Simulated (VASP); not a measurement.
# YbCr2Ge2 (I4/mmm) in VASP: single point with PBE+U

Aim: the single point of YbCr2Ge2 with PBE+U.

All numbers are computed with VASP 6.6.1; they aren't measurements. Logs are shortened: lines on timing, memory, paths and dates and some standing lists are left out, and cuts for length are marked.

## 1. The cell of the first run

Symmetry: I4/mmm, No. 139, tetragonal system. Conventional cell: a = 4.123 Å, b = 4.123 Å, c = 11.384 Å, α = 90.00°, β = 90.00°, γ = 90.00°. Within 3.2 Å of Ge (site symmetry 4mm) lie 1 Ge at 2.45 Å and 4 Cr at 2.62 Å and 4 Yb at 3.16 Å. Cr (site symmetry -4m2) has 4 Ge at 2.62 Å and 4 Cr at 2.92 Å and 4 Yb at 3.51 Å within 3.6 Å. Yb (site symmetry 4/mmm) has 8 Ge at 3.16 Å and 8 Cr at 3.51 Å and 4 Yb at 4.12 Å within 4.2 Å.

## 2. Single point, PBE+U, collinear spin, antiferromagnetic start

The input, INCAR:

```
SYSTEM = YbCr2Ge2
PREC = Accurate
ENCUT = 520
EDIFF = 1E-7
ISMEAR = -1
SIGMA = 0.1
LREAL = .False.
LASPH = .True.
NELM = 150
ALGO = Normal
ISIF = 2
LWAVE = .False.
LCHARG = .False.
ISPIN = 2
MAGMOM = 0 0 -2.2 2.2 0
LORBIT = 11
LMAXMIX = 6
LDAU = .True.
LDAUTYPE = 2
LDAUL = -1 2 -1
LDAUU = 0 2 0
LDAUJ = 0 0 0
LDAUPRINT = 1
GGA = PE
NBANDS = 50
```

The input, KPOINTS:

```
regular mesh
0
Gamma
  5 5 5
  0 0 0
```

The input, POSCAR:

```
YbCr2Ge2
1.0
    0.0000000000      4.1228617954     -0.0000000019
    4.1228617954      0.0000000000     -0.0000000019
    2.0614308950      2.0614308950     -5.6918935242
Ge Cr Yb
2 2 1
Direct
    0.3923793089      0.3923793089      0.2152413822
    0.6076206911      0.6076206911      0.7847586178
    0.7500000000      0.2500000000      0.5000000000
    0.2500000000      0.7500000000      0.5000000000
    0.0000000000      0.0000000000      0.0000000000
```

Potentials or basis: VASP PAW PBE potentials, release 64 (Ge_d, Cr_pv, Yb).

Run with:

```sh
> cat potpaw_PBE.64/Ge_d/POTCAR potpaw_PBE.64/Cr_pv/POTCAR potpaw_PBE.64/Yb/POTCAR > POTCAR
> mpirun -np 1 vasp_std > vasp.out
```

OUTCAR:

```text
SYSTEM = YbCr2Ge2
   PREC = Accurate
   ENCUT = 520
   EDIFF = 1E-7
   ISMEAR = -1
   LREAL = .False.
   LASPH = .True.
   NELM = 150
   ISIF = 2
   ISPIN = 2
   LORBIT = 11
   GGA = PE

 ion  position               nearest neighbor table
   1  0.392  0.392  0.215-   2 2.45   3 2.62   4 2.62   4 2.62   3 2.62   5 3.16   5 3.16   5 3.16
                             5 3.16
   2  0.608  0.608  0.785-   1 2.45   3 2.62   4 2.62   3 2.62   4 2.62   5 3.16   5 3.16   5 3.16
                             5 3.16
   3  0.750  0.250  0.500-   1 2.62   2 2.62   1 2.62   2 2.62   4 2.92   4 2.92   4 2.92   4 2.92

   4  0.250  0.750  0.500-   1 2.62   2 2.62   1 2.62   2 2.62   3 2.92   3 2.92   3 2.92   3 2.92

   5  0.000  0.000  0.000-   1 3.16   2 3.16   2 3.16   2 3.16   1 3.16   1 3.16   2 3.16   1 3.16

  LATTYP: Found a body centered tetragonal cell.
 ALAT       =     4.1228617954
 C/A-ratio  =     2.7611371929

  Lattice vectors:

 A1 = (  -2.0614308950,   2.0614309004,   5.6918935223)
 A2 = (   2.0614309004,  -2.0614308950,   5.6918935223)
 A3 = (   2.0614308950,   2.0614308950,  -5.6918935242)

Analysis of symmetry for initial positions (statically):
=====================================================================
 Subroutine PRICEL returns:
 Original cell was already a primitive cell.

 Routine SETGRP: Setting up the symmetry group for a
 body centered tetragonal supercell.

 Subroutine GETGRP returns: Found 16 space group operations
 (whereof 16 operations were pure point group operations)
 out of a pool of 16 trial point group operations.

The static configuration has the point symmetry D_4h.

Analysis of symmetry for dynamics (positions and initial velocities):
=====================================================================
 Subroutine PRICEL returns:
 Original cell was already a primitive cell.

 Routine SETGRP: Setting up the symmetry group for a
 body centered tetragonal supercell.

 Subroutine GETGRP returns: Found 16 space group operations
 (whereof 16 operations were pure point group operations)
 out of a pool of 16 trial point group operations.

The dynamic configuration has the point symmetry D_4h.

Analysis of structural, dynamic, and magnetic symmetry:
[... 216 lines left out ...]
  o =  0.8035  v =  1.0000 -0.0000 -0.0000 -0.0000  0.0000  0.0000  0.0000  0.0000  0.0000  0.0000      0.0000  0.0000  0.0000  0.0000  0.0000  0.0000  0.0000  0.0000  0.0000  0.0000
  o =  0.8165  v = -0.0000 -0.0000 -1.0000 -0.0000  0.0000  0.0000  0.0000  0.0000  0.0000  0.0000      0.0000  0.0000  0.0000  0.0000  0.0000  0.0000  0.0000  0.0000  0.0000  0.0000

 number of electron      76.0000005 magnetization      -0.0000000

 Free energy of the ion-electron system (eV)
  ---------------------------------------------------
  ext. energy  EPLUGINS =         0.00000000
  ---------------------------------------------------
  free energy    TOTEN  =       -30.18262203 eV

  energy without entropy =      -30.02338689  energy(sigma->0) =      -30.10300446

 E-fermi :   5.5223     XC(G=0): -11.1885

 val. band max:        5.3944486550   @ k =  -0.4000   0.2000  -0.0000
 cond. band min:       5.6587644009   @ k =   0.4000   0.2000   0.0000
 fundamental gap:      0.2643157458
 Fermi energy:         5.5222609240

 spin component 1

 k-point     1 :       0.0000    0.0000    0.0000
  band No.  band energies     occupation
      1     -45.9795      1.00000
      2     -38.3925      1.00000
      3     -38.3496      1.00000
      4     -38.3496      1.00000
      5     -34.8665      1.00000
      6     -34.7894      1.00000
[... 943 lines left out ...]
     49      10.7167      0.00000
     50      11.2195      0.00000
 Fermi energy:         5.5222609240

 spin component 2

 k-point     1 :       0.0000    0.0000    0.0000
  band No.  band energies     occupation
      1     -45.9795      1.00000
      2     -38.3925      1.00000
      3     -38.3496      1.00000
      4     -38.3496      1.00000
      5     -34.8665      1.00000
      6     -34.7894      1.00000
[... 943 lines left out ...]
     49      10.7167      0.00000
     50      11.2195      0.00000

------------------------ aborting loop because EDIFF is reached ----------------------------------------

  FORCE on cell =-STRESS in cart. coord.  units (eV):
  Direction    XX          YY          ZZ          XY          YZ          ZX
  --------------------------------------------------------------------------------------
  -------------------------------------------------------------------------------------
  Total       -0.9190691     -0.9190691     -0.6190449      0.0000000      0.0000000      0.0000000
  in kB      -15.2196423    -15.2196423    -10.2512873      0.0000000      0.0000000      0.0000000
  external PRESSURE =     -13.5635240 kB  Pullay stress =       0.0000000 kB

 VOLUME and BASIS-vectors are now :
 -----------------------------------------------------------------------------
  energy-cutoff  :      520.00
  volume of cell :       96.75
      direct lattice vectors                 reciprocal lattice vectors
     0.000000000  4.122861795 -0.000000002     0.000000000  0.242549969  0.087844229
     4.122861795  0.000000000 -0.000000002     0.242549969  0.000000000  0.087844229
     2.061430895  2.061430895 -5.691893524    -0.000000000 -0.000000000 -0.175688459

 POSITION                                       TOTAL-FORCE (eV/Angst)
 -----------------------------------------------------------------------------------
      2.06143      2.06143     -1.22513        -0.000000     -0.000000     -0.194770
      4.12286      4.12286     -4.46676         0.000000      0.000000      0.194770
      2.06143      4.12286     -2.84595         0.000000      0.000000     -0.000000
      4.12286      2.06143     -2.84595        -0.000000      0.000000     -0.000000
      0.00000      0.00000      0.00000         0.000000     -0.000000     -0.000000
 -----------------------------------------------------------------------------------
    total drift:                               -0.000000     -0.000000      0.000000

  FREE ENERGIE OF THE ION-ELECTRON SYSTEM (eV)
  ---------------------------------------------------
  free  energy   TOTEN  =       -30.1826220284 eV

  energy  without entropy=      -30.0233868896  energy(sigma->0) =      -30.10300446

 total charge

# of ion       s       p       d       f       tot
--------------------------------------------------
    1        1.118   1.310  10.020   0.000  12.448
    2        1.118   1.310  10.020   0.000  12.448
    3        0.276   6.219   4.115   0.000  10.611
    4        0.276   6.219   4.115   0.000  10.611
    5        2.118   6.014   0.393  13.514  22.039
--------------------------------------------------
tot          4.905  21.073  28.664  13.514  68.156

 magnetization (x)

# of ion       s       p       d       f       tot
--------------------------------------------------
    1        0.000   0.000   0.000   0.000   0.000
    2        0.000   0.000   0.000   0.000   0.000
    3       -0.057  -0.041  -3.510   0.000  -3.608
    4        0.057   0.041   3.510   0.000   3.608
    5        0.000   0.000   0.000   0.000   0.000
--------------------------------------------------
tot          0.000   0.000   0.000   0.000   0.000
```

stdout:

```text
POSCAR found type information on POSCAR GeCrYb
 POSCAR found :  3 types and       5 ions
 scaLAPACK will be used
 LDA part: xc-table for (Slater+PW92), standard interpolation
 POSCAR, INCAR and KPOINTS ok, starting setup
 FFT: planning ... GRIDC
 FFT: planning ... GRID_SOFT
 FFT: planning ... GRID
 WAVECAR not read
 entering main loop
```

Run time: 5.2 min. Hardware: 1 thread of Intel Xeon 6975P-C (Granite Rapids), shared host; peak memory 0.36 GiB.

What came out:

```
Free energy                                           : -30.1826 eV
Pressure                                              : -1.4 GPa
Largest force                                         : 0.195 eV/Å
Band gap on the k mesh                                : zero (filled and empty bands overlap)
Net moment                                            : 0.00 μB per cell
Site moments                                          : Ge +0.00; Cr -3.61, +3.61; Yb +0.00 μB
Valence electrons inside the program's atomic spheres : Ge 12.45; Cr 10.61; Yb 22.04
```

Forces on the atoms (eV/Å):
```
Ge   0.000  0.000 -0.195
Ge   0.000  0.000  0.195
Cr   0.000  0.000  0.000
Cr   0.000  0.000  0.000
Yb   0.000  0.000  0.000
```

Eigenvalues of the final occupation matrices:
```csv
site,spin,trace,eigenvalues
site 3 d,1,0.31,0.04 0.06 0.06 0.06 0.08
site 3 d,2,3.83,0.71 0.71 0.79 0.80 0.82
site 4 d,1,3.83,0.71 0.71 0.79 0.80 0.82
site 4 d,2,0.31,0.04 0.06 0.06 0.06 0.08
```

Caveat: spin-orbit coupling is left out, which moves the levels of the heavy elements.
